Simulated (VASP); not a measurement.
# Be (Pm) in VASP: a series of runs

Runs on Be. Level: LDA. Tasks: single point.

Program: VASP 6.6.1. These are calculated values, not measurements. Logs are shortened: lines on timing, memory, paths and dates and some standing lists are left out, and cuts for length are marked.

## (1) The cell of the first run

Symmetry: Pm, No. 6, monoclinic system. Conventional cell: a = 3.747 Å, b = 2.281 Å, c = 3.747 Å, α = 90.00°, β = 90.00°, γ = 90.00°. Within 2.7 Å of Be (site symmetry m) lie 13 Be at 2.06 to 2.70 Å. Within 2.8 Å of Be (site symmetry m) lie 13 Be at 2.15 to 2.70 Å. Within 2.7 Å of Be (site symmetry m) lie 12 Be at 2.06 to 2.53 Å. Be (site symmetry m) has 13 Be at 2.22 to 2.81 Å within 2.9 Å.

## (2) Single point, LDA

File INCAR:

```
SYSTEM = Be
  PREC = Accurate
  ENCUT = 520
  EDIFF = 1E-6
  ISMEAR = -1
  SIGMA = 0.2
  LREAL = .FALSE.
  LASPH = .TRUE.
  NELM = 80
  ALGO = Normal
  ISIF = 2
  LWAVE = .FALSE.
  LCHARG = .FALSE.
  GGA = CA
  NBANDS = 12
```

File KPOINTS:

```
Automatic mesh
0
G
  8 8 12
  0 0 0
```

File POSCAR:

```
Be
1.0
    3.7468140000      0.0000000000      0.0000000000
    0.0000000000      3.7468140000      0.0000000000
    0.0000000000      0.0000000000      2.2812800000
Be
4
Direct
    0.2974080005      0.2974080005      0.0000000000
    0.7025919995      0.7025919995      0.0000000000
    0.2025919995      0.7440293166      0.5000000000
    0.7974080005      0.2025919995      0.5000000000
```

Potentials or basis: VASP PAW LDA potentials, release 64 (Be).

Started as:

```
$ cat potpaw_LDA.64/Be/POTCAR > POTCAR
$ mpirun -np 1 vasp_std > vasp.out
```

OUTCAR:

```text
SYSTEM = Be
   PREC = Accurate
   ENCUT = 520
   EDIFF = 1E-6
   ISMEAR = -1
   LREAL = .FALSE.
   LASPH = .TRUE.
   NELM = 80
   ISIF = 2
   GGA = CA

 ion  position               nearest neighbor table
   1  0.297  0.297  0.000-   3 2.06   3 2.06   2 2.15   4 2.22   4 2.22   4 2.22   4 2.22
   2  0.703  0.703  0.000-   1 2.15   3 2.20   3 2.20   3 2.20   3 2.20   4 2.22   4 2.22   4 2.22
                             4 2.22
   3  0.203  0.744  0.500-   1 2.06   1 2.06   2 2.20   2 2.20   2 2.20   2 2.20   4 2.29
   4  0.797  0.203  0.500-   1 2.22   2 2.22   1 2.22   2 2.22   2 2.22   2 2.22   1 2.22   1 2.22
                             3 2.29

  LATTYP: Found a simple tetragonal cell.
 ALAT       =     3.7468140000
 C/A-ratio  =     0.6088586196

  Lattice vectors:

 A1 = (   3.7468140000,   0.0000000000,   0.0000000000)
 A2 = (   0.0000000000,   3.7468140000,   0.0000000000)
 A3 = (   0.0000000000,   0.0000000000,   2.2812800000)

Analysis of symmetry for initial positions (statically):
=====================================================================
 Subroutine PRICEL returns:
 Original cell was already a primitive cell.

 Routine SETGRP: Setting up the symmetry group for a
 simple tetragonal supercell.

 Subroutine GETGRP returns: Found  2 space group operations
 (whereof  2 operations were pure point group operations)
 out of a pool of 16 trial point group operations.

The static configuration has the point symmetry C_1h.

Analysis of symmetry for dynamics (positions and initial velocities):
=====================================================================
 Subroutine PRICEL returns:
 Original cell was already a primitive cell.

 Routine SETGRP: Setting up the symmetry group for a
 simple tetragonal supercell.

 Subroutine GETGRP returns: Found  2 space group operations
 (whereof  2 operations were pure point group operations)
 out of a pool of 16 trial point group operations.

The dynamic configuration has the point symmetry C_1h.

 Subroutine INISYM returns: Found  2 space group operations
 (whereof  2 operations are pure point group operations),
 and found     1 'primitive' translations

----------------------------------------------------------------------------------------

                                     Primitive cell

  volume of cell :      32.0260

  direct lattice vectors                    reciprocal lattice vectors
     3.746814000  0.000000000  0.000000000     0.266893419  0.000000000  0.000000000
     0.000000000  3.746814000  0.000000000     0.000000000  0.266893419  0.000000000
     0.000000000  0.000000000  2.281280000     0.000000000  0.000000000  0.438350400

  length of vectors
     3.746814000  3.746814000  2.281280000     0.266893419  0.266893419  0.438350400

  position of ions in fractional coordinates (direct lattice)
     0.297408000  0.297408000  0.000000000
     0.702592000  0.702592000  0.000000000
     0.202592000  0.744029317  0.500000000
     0.797408000  0.202592000  0.500000000

  ion indices of the primitive-cell ions
   primitive index   ion index
                 1           1
                 2           2
                 3           3
                 4           4

----------------------------------------------------------------------------------------

 KPOINTS: Automatic mesh

Automatic generation of k-mesh.
 Grid dimensions read from file:
 generate k-points for:    8    8   12

 Generating k-lattice:

  Cartesian coordinates                     Fractional coordinates (reciprocal lattice)
     0.033361677  0.000000000  0.000000000     0.125000000  0.000000000  0.000000000
     0.000000000  0.033361677  0.000000000     0.000000000  0.125000000  0.000000000
     0.000000000  0.000000000  0.036529200     0.000000000  0.000000000  0.083333333

  Length of vectors
     0.033361677  0.033361677  0.036529200

  Shift w.r.t. Gamma in fractional coordinates (k-lattice)
     0.000000000  0.000000000  0.000000000

 Subroutine IBZKPT returns following result:
 ===========================================

 Found    238 irreducible k-points:

 Following reciprocal coordinates:
            Coordinates               Weight
  0.000000  0.000000  0.000000      1.000000
  0.125000  0.000000  0.000000      2.000000
  0.000000  0.125000  0.000000      2.000000
  0.250000  0.000000  0.000000      2.000000
  0.000000  0.250000  0.000000      2.000000
  0.375000  0.000000  0.000000      2.000000
[... 16 lines left out ...]
 -0.250000  0.250000  0.000000      2.000000
  0.375000  0.250000  0.000000      2.000000
 [... further k-points ...]
   k-points           NKPTS =    238   k-points in BZ     NKDIM =    238   number of bands    NBANDS=     12
   number of dos      NEDOS =    301   number of ions     NIONS =      4
   total plane-waves  NPLWV =  14112
   dimension x,y,z NGX =    28 NGY =   28 NGZ =   18
   dimension x,y,z NGXF=    56 NGYF=   56 NGZF=   36
   ions per type =               4
   NGX,Y,Z   is equivalent  to a cutoff of  12.42, 12.42, 13.12 a.u.
   NGXF,Y,Z  is equivalent  to a cutoff of  24.85, 24.85, 26.23 a.u.
 SYSTEM =  Be
   PREC   = accura    normal or accurate (medium, high low for compatibility)
   ISTART =      0    job   : 0-new  1-cont  2-samecut
   ICHARG =      2    charge: 1-file 2-atom 10-const
   ISPIN  =      1    spin polarized calculation?
   LNONCOLLINEAR =      F non collinear calculations
   LSORBIT =      F    spin-orbit coupling
   LASPH  =      T    aspherical Exc in radial PAW
   ENCUT  =  520.0 eV  38.22 Ry    6.18 a.u.   6.97  6.97  4.24*2*pi/ulx,y,z
   NELM   =     80;   NELMIN=  2; NELMDL= -5     # of ELM steps
   EDIFF  = 0.1E-05   stopping-criterion for ELM
   LREAL  =      F    real-space projection
   EDIFFG = 0.1E-04   stopping-criterion for IOM
   NSW    =      0    number of steps for IOM
   IBRION =     -1    ionic relax: 0-MD 1-quasi-New 2-CG
   NFREE  =      0    steps in history (QN), initial steepest desc. (CG)
   ISIF   =      2    stress and relaxation
   ISYM   =      2    0-nonsym 1-usesym 2-fastsym
   POTIM  = 0.5000    time-step for ionic-motion
   TEBEG  =    0.0;   TEEND  =   0.0 temperature during run
   PSTRESS=    0.0 pullay stress
   NELECT =       8.0000    total number of electrons
   NUPDOWN=      -1.0000    fix difference up-down
   EMIN   =  10.00;   EMAX   =-10.00  energy-range for DOS
   EFERMI =   0.00;   METHOD = LEGACY
   ISMEAR =    -1;   SIGMA  =   0.20  broadening in eV -4-tet -1-fermi 0-gaus
   EFERMI_NEDOS =   21; number of points for ismear=-14 and -15
   IALGO  =     38    algorithm
   IMIX   =      4    mixing-type and parameters
     AMIX     =   0.40;   BMIX     =  1.00
     AMIX_MAG =   1.60;   BMIX_MAG =  1.00
  volume/ion in A,a.u.               =       8.01        54.03
  Fermi-wavevector in a.u.,A,eV,Ry     =   1.031028  1.948361 14.463253  1.063019
  Thomas-Fermi vector in A             =   2.165156
   LORBIT       =      0    0 simple, 1 ext, 2 COOP (PROOUT), +10 PAW based schemes
   GGA     = CA    functional components
   LHFCALC =     F    Hartree Fock is set to
   AEXX    =    0.0000 exact exchange contribution
   IVDW    =     0    specifies the selected vdW correction
   LEPSILON=     F    determine dielectric tensor
   LRPA    =     F    only Hartree local field effects (RPA)
 non-spin polarized calculation
  energy-cutoff  :      520.00
  volume of cell :       32.03
 maximum number of plane-waves:       884
   NGX = 13   NGY = 13   NGZ =  9

 number of electron       8.0000000 magnetization

 Free energy of the ion-electron system (eV)
  ---------------------------------------------------
  ext. energy  EPLUGINS =         0.00000000
  ---------------------------------------------------
  free energy    TOTEN  =       -16.49920763 eV

  energy without entropy =      -16.44432806  energy(sigma->0) =      -16.47176785

 E-fermi :   6.6380     XC(G=0): -10.5724

 val. band max:        6.6299054556   @ k =   0.2500   0.0000   0.3333
 cond. band min:       6.7342642153   @ k =   0.0000   0.0000   0.2500
 fundamental gap:      0.1043587597
 Fermi energy:         6.6379997605

 k-point     1 :       0.0000    0.0000    0.0000
  band No.  band energies     occupation
      1      -4.4736      2.00000
      2       1.6280      2.00000
      3       2.0386      2.00000
      4       5.5170      1.99267
      5       6.0259      1.91045
      6      10.7384      0.00000
      7      11.2952      0.00000
      8      14.3188      0.00000
      9      15.5443      0.00000
     10      17.1611      0.00000
     11      22.1656      0.00000
     12      22.3369      0.00000

 k-point     2 :       0.1250    0.0000    0.0000
  band No.  band energies     occupation
      1      -4.3526      2.00000
      2       1.0757      2.00000
      3       1.9949      2.00000
      4       5.9222      1.94572
      5       6.4212      1.49452
      6       9.7665      0.00000
      7      11.1865      0.00000
      8      15.6266      0.00000
      9      15.6931      0.00000
     10      17.7510      0.00000
     11      21.6488      0.00000
     12      22.4169      0.00000

 k-point     3 :       0.0000    0.1250    0.0000
  band No.  band energies     occupation
      1      -4.3530      2.00000
      2       1.0832      2.00000
      3       2.0069      2.00000
      4       5.4778      1.99397
      5       6.8719      0.47390
      6      10.2879      0.00000
      7      10.6325      0.00000
      8      15.6304      0.00000
      9      15.6886      0.00000
     10      17.7180      0.00000
     11      21.6462      0.00000
     12      22.4499      0.00000

 k-point     4 :       0.2500    0.0000    0.0000
  band No.  band energies     occupation
      1      -3.9898      2.00000
      2      -0.2137      2.00000
      3       2.4067      2.00000
      4       5.7561      1.97597
      5       7.6103      0.01536
      6       8.4134      0.00028
      7      11.4589      0.00000
      8      16.1367      0.00000
      9      17.9767      0.00000
     10      19.2641      0.00000
     11      20.4238      0.00000
     12      21.8104      0.00000

 k-point     5 :       0.0000    0.2500    0.0000
  band No.  band energies     occupation
      1      -3.9921      2.00000
      2      -0.1845      2.00000
      3       2.3749      2.00000
      4       5.2659      1.99791
      5       8.1658      0.00096
      6       9.0093      0.00001
      7      10.8418      0.00000
      8      16.1148      0.00000
      9      17.8724      0.00000
     10      19.1227      0.00000
     11      20.4772      0.00000
     12      22.1124      0.00000
[... 228 lines left out ...]
      1      -2.6252      2.00000
      2      -2.1779      2.00000
      3       2.8289      2.00000
      4       3.4716      2.00000
      5       8.8649      0.00003
      6       9.3991      0.00000
      7      14.7005      0.00000
      8      16.1754      0.00000
      9      17.5183      0.00000
     10      18.5511      0.00000
     11      21.3652      0.00000
     12      22.4378      0.00000

 k-point    22 :       0.2500    0.2500    0.0000
  band No.  band energies     occupation
      1      -3.5050      2.00000
      2       0.2683      2.00000
      3       0.3709      2.00000
      4       4.2522      1.99999
      5       9.2017      0.00001
      6      10.4729      0.00000
      7      12.2861      0.00000
      8      16.6997      0.00000
      9      17.2870      0.00000
     10      20.6865      0.00000
     11      20.7512      0.00000
     12      21.3984      0.00000

 k-point    23 :      -0.2500    0.2500    0.0000
  band No.  band energies     occupation
      1      -3.5054      2.00000
      2       0.2455      2.00000
      3       0.3951      2.00000
      4       4.2133      1.99999
      5       9.5277      0.00000
      6      10.3411      0.00000
      7      12.1755      0.00000
      8      16.7047      0.00000
      9      16.7221      0.00000
     10      20.6238      0.00000
     11      21.0227      0.00000
     12      21.4475      0.00000

 k-point    24 :       0.3750    0.2500    0.0000
  band No.  band energies     occupation
      1      -2.8973      2.00000
      2      -0.9717      2.00000
      3       0.9886      2.00000
      4       3.0104      2.00000
      5      10.1742      0.00000
      6      11.0835      0.00000
      7      13.6397      0.00000
      8      17.4175      0.00000
      9      17.9726      0.00000
     10      19.1732      0.00000
     11      19.6036      0.00000
     12      21.8220      0.00000

 [... further k-points ...]

------------------------ aborting loop because EDIFF is reached ----------------------------------------

  FORCE on cell =-STRESS in cart. coord.  units (eV):
  Direction    XX          YY          ZZ          XY          YZ          ZX
  --------------------------------------------------------------------------------------
  -------------------------------------------------------------------------------------
  Total       -0.5529773     -1.1457896     -0.7234520     -0.2609428      0.0000000      0.0000000
  in kB      -27.6640044    -57.3208455    -36.1924067    -13.0542840      0.0000000      0.0000000
  external PRESSURE =     -40.3924189 kB  Pullay stress =       0.0000000 kB

 VOLUME and BASIS-vectors are now :
 -----------------------------------------------------------------------------
  energy-cutoff  :      520.00
  volume of cell :       32.03
      direct lattice vectors                 reciprocal lattice vectors
     3.746814000  0.000000000  0.000000000     0.266893419  0.000000000  0.000000000
     0.000000000  3.746814000  0.000000000     0.000000000  0.266893419  0.000000000
     0.000000000  0.000000000  2.281280000     0.000000000  0.000000000  0.438350400

 POSITION                                       TOTAL-FORCE (eV/Angst)
 -----------------------------------------------------------------------------------
      1.11433      1.11433      0.00000         0.216291     -1.092430      0.000000
      2.63248      2.63248      0.00000        -0.127236      0.004153      0.000000
      0.75907      2.78774      1.14064        -0.350725      1.244995      0.000000
      2.98774      0.75907      1.14064         0.261670     -0.156717      0.000000
 -----------------------------------------------------------------------------------
    total drift:                               -0.000001      0.000003      0.000000

  FREE ENERGIE OF THE ION-ELECTRON SYSTEM (eV)
  ---------------------------------------------------
  free  energy   TOTEN  =       -16.4992076272 eV

  energy  without entropy=      -16.4443280635  energy(sigma->0) =      -16.47176785
```

It took 53 s on 1 thread of Intel Xeon 8259CL, shared host; peak memory 0.17 GiB.

What came out:

| Item | Value |
| --- | --- |
| Free energy | -16.4992 eV |
| Pressure | -4.0 GPa |
| Largest force | 1.293 eV/Å |
| Band gap on the k mesh | zero (band 4 reaches 7.39 eV, above the bottom of band 5 at 6.03 eV) |

Forces in eV/Å, atoms in the order of the input:
```
Be   0.216 -1.092  0.000
Be  -0.127  0.004  0.000
Be  -0.351  1.245  0.000
Be   0.262 -0.157  0.000
```

Caveat: forces of over 1 eV/Å act on the atoms, so gaps and moduli don't describe the material at rest.

## (3) Single point, LDA

File INCAR:

```
PREC = Accurate ; ENCUT = 520
EDIFF = 1E-6 ; ISMEAR = -1
SIGMA = 0.2 ; LREAL = False
LASPH = True ; NELM = 60
ALGO = Normal ; ISIF = 2
LWAVE = False ; LCHARG = False
NBANDS = 12
```

File KPOINTS:

```
Automatic mesh
0
Gamma
  8 8 12
```

Changes to POSCAR since step 2:

```diff
@@ -10,3 +10,3 @@
     0.7025919995      0.7025919995      0.0000000000
-    0.2025919995      0.7440293166      0.5000000000
+    0.2025919995      0.8507866844      0.5000000000
     0.7974080005      0.2025919995      0.5000000000
```

Potentials or basis: VASP PAW LDA potentials, release 64 (Be).

Started as:

```
$ cat potpaw_LDA.64/Be/POTCAR > POTCAR
$ mpirun -np 1 vasp_std > vasp.out
```

OUTCAR:

```text
PREC = Accurate
   ENCUT = 520
   EDIFF = 1E-6
   ISMEAR = -1
   LREAL = False
   LASPH = True
   NELM = 60
   ISIF = 2

 ion  position               nearest neighbor table
   1  0.297  0.297  0.000-   3 2.06   3 2.06   2 2.15   4 2.22   4 2.22   4 2.22   4 2.22
   2  0.703  0.703  0.000-   1 2.15   4 2.22   4 2.22   4 2.22   4 2.22   3 2.26   3 2.26   3 2.26
                             3 2.26
   3  0.203  0.851  0.500-   4 2.01   1 2.06   1 2.06   2 2.26   2 2.26   2 2.26   2 2.26
   4  0.797  0.203  0.500-   3 2.01   2 2.22   1 2.22   1 2.22   2 2.22   2 2.22   2 2.22   1 2.22
                             1 2.22

[... 561 lines left out ...]
  -------------------------------------------------------------------------------------
  Total       -1.1650823      0.6206731     -1.3915509      0.0407481      0.0000000      0.0000000
  in kB      -58.2860085     31.0506469    -69.6156372      2.0385222      0.0000000      0.0000000
  external PRESSURE =     -32.2836663 kB  Pullay stress =       0.0000000 kB

 VOLUME and BASIS-vectors are now :
 -----------------------------------------------------------------------------
  energy-cutoff  :      520.00
  volume of cell :       32.03
      direct lattice vectors                 reciprocal lattice vectors
     3.746814000  0.000000000  0.000000000     0.266893419  0.000000000  0.000000000
     0.000000000  3.746814000  0.000000000     0.000000000  0.266893419  0.000000000
     0.000000000  0.000000000  2.281280000     0.000000000  0.000000000  0.438350400

 POSITION                                       TOTAL-FORCE (eV/Angst)
 -----------------------------------------------------------------------------------
      1.11433      1.11433      0.00000        -0.010636      1.094079      0.000000
      2.63248      2.63248      0.00000         0.101288      0.147343      0.000000
      0.75907      3.18774      1.14064         0.316593     -1.558582      0.000000
      2.98774      0.75907      1.14064        -0.407245      0.317160      0.000000
 -----------------------------------------------------------------------------------
    total drift:                                0.000020     -0.000008      0.000000

  FREE ENERGIE OF THE ION-ELECTRON SYSTEM (eV)
  ---------------------------------------------------
  free  energy   TOTEN  =       -16.4810969468 eV

  energy  without entropy=      -16.4302300108  energy(sigma->0) =      -16.45566348
```

stdout:

```text
POSCAR found type information on POSCAR Be
 POSCAR found :  1 types and       4 ions
 scaLAPACK will be used
 LDA part: xc-table for (Slater(with rela. corr.)+CA(PZ))
 , standard interpolation
 POSCAR, INCAR and KPOINTS ok, starting setup
 FFT: planning ... GRIDC
 FFT: planning ... GRID_SOFT
 FFT: planning ... GRID
 WAVECAR not read
 entering main loop
```

It took 76 s on 1 thread of Intel Xeon 8259CL, shared host; peak memory 0.17 GiB.

What came out:

```yaml
Free_energy: -16.4811 eV
Pressure: -3.2 GPa
Largest_force: 1.590 eV/Å
Band_gap_on_the_k_mesh: zero (band 4 reaches 7.54 eV, above the bottom of band 5 at 5.71 eV)
```

Forces on the atoms (eV/Å):
```
Be  -0.011  1.094  0.000
Be   0.101  0.147  0.000
Be   0.317 -1.559  0.000
Be  -0.407  0.317  0.000
```

Stress tensor (GPa, compression positive):
```
-5.83  0.20  0.00
 0.20  3.11  0.00
 0.00  0.00 -6.96
```

Levels at points of the mesh, in eV from the Fermi level:
| k point | band 1 | band 2 | band 3 | band 4 | band 5 | band 6 | band 7 | band 8 |
| --- | --- | --- | --- | --- | --- | --- | --- | --- |
| (0.00, 0.00, 0.00) | -10.97 | -4.93 | -4.18 | -1.45 | -0.78 | 5.07 | 5.38 | 7.12 |
| (0.50, 0.00, 0.00) | -9.04 | -9.03 | -2.80 | -2.63 | 1.66 | 1.97 | 8.73 | 9.12 |
| (0.00, 0.50, 0.00) | -9.23 | -8.81 | -2.96 | -2.27 | 1.34 | 1.69 | 8.43 | 9.87 |
| (0.50, 0.50, 0.00) | -7.34 | -7.29 | -6.83 | -6.76 | 7.81 | 8.57 | 9.16 | 10.25 |
| (0.00, 0.00, 0.50) | -5.77 | -5.67 | 0.67 | 1.05 | 1.77 | 1.95 | 2.80 | 2.97 |
| (0.50, 0.00, 0.50) | -4.42 | -4.39 | -3.33 | -3.27 | 3.55 | 3.76 | 4.72 | 4.86 |
| (0.00, 0.50, 0.50) | -4.75 | -4.31 | -3.41 | -2.86 | 3.19 | 3.88 | 4.93 | 5.58 |
| (0.50, 0.50, 0.50) | -3.86 | -3.73 | -3.36 | -3.23 | 1.67 | 1.75 | 2.01 | 2.01 |

Caveat: forces of over 1 eV/Å act on the atoms, so gaps and moduli don't describe the material at rest.
